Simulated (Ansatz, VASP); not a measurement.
AlN in VASP and in Ansatz

Contents of INCAR:

```
ALGO = Normal ; EDIFF = 1E-6
ENCUT = 520 ; GGA = CA
ISIF = 2 ; ISMEAR = 0
LASPH = True ; LCHARG = False
LREAL = False ; LWAVE = False
NBANDS = 26 ; NELM = 60
PREC = Accurate ; SIGMA = 0.05
```

The input KPOINTS:

```
k-points
0
Gamma
  8 8 3
```

POSCAR

```
AlN
1.0
   -3.0886152975      0.0000000000      0.0000000000
   -1.5443076488     -2.6748193102      0.0000000000
   -0.5147692163     -0.8916064367     10.5871685333
Al N
4 4
Direct
    0.3333333333      0.0517645705      0.8447062886
    0.3333333333      0.2074116084      0.3777651748
    0.6666666667      0.6185684607      0.1442946180
    0.6666666667      0.4629214228      0.6112357317
    0.3333333333      0.3036080204      0.0891759389
    0.3333333333      0.1479609824      0.5561170527
    0.6666666667      0.5591178347      0.3226464958
    0.6666666667      0.4034707968      0.7895876096
```

Input for Ansatz:

```yaml
crystal:
  lattice:
    - [-3.0886152975, 0.0, 0.0]
    - [-1.5443076488, -2.6748193102, 0.0]
    - [-0.5147692163, -0.8916064367, 10.5871685333]
  atoms:
    - { symbol: Al, position: [0.3333333333, 0.0517645705, 0.8447062886] }
    - { symbol: Al, position: [0.3333333333, 0.2074116084, 0.3777651748] }
    - { symbol: Al, position: [0.6666666667, 0.6185684607, 0.144294618] }
    - { symbol: Al, position: [0.6666666667, 0.4629214228, 0.6112357317] }
    - { symbol: "N", position: [0.3333333333, 0.3036080204, 0.0891759389] }
    - { symbol: "N", position: [0.3333333333, 0.1479609824, 0.5561170527] }
    - { symbol: "N", position: [0.6666666667, 0.5591178347, 0.3226464958] }
    - { symbol: "N", position: [0.6666666667, 0.4034707968, 0.7895876096] }
basis:
  ecutwfc: 520.0
kpoints:
  mp_grid: { grid: [8, 8, 3] }
hamiltonian:
  xc: lda
  pseudopotentials: { kind: paw, azcp: { folder: soft_1 } }
scf:
  occupations: { method: gaussian, width: 0.05 }
output:
  forces: true
  stress: true
  eigenvalues: true
```

Alike in both runs: task single point; functional LDA; k mesh 8 × 8 × 3; occupations gaussian, width 0.05 eV; no spin polarisation.

|  | VASP | Ansatz |
| --- | --- | --- |
| version | VASP 6.6.1 | Ansatz 0.2.0 |
| potentials or method | VASP PAW LDA potentials, release 64 (Al, N), cutoff 520 eV | scalar-relativistic, plane waves, PAW |
| valence electrons in the cell | 32 | 32 |

VASP gave:

```
gap on the k mesh at the Fermi level (eV)                     : 1.91
least direct gap on the mesh (eV)                             : 1.91
pressure (GPa)                                                : -4.1
traceless stress, the component that is largest in VASP (GPa) : -4.23
rms of the force components (eV/Å)                            : 0.602
```

Problem. What did Ansatz give for the same quantities?

Solution. gap on the k mesh at the Fermi level (eV): 1.90; least direct gap on the mesh (eV): 1.90; pressure (GPa): -4.7; traceless stress, the component that is largest in VASP (GPa): -4.02; rms of the force components (eV/Å): 0.601.

Ansatz warns that its potentials were made for another functional, while VASP's fit it. LDA's correlation is that of Perdew and Zunger in VASP and of Perdew and Wang (1992) in Ansatz. Atom by atom the forces differ by 0.010 eV/Å (rms over components).
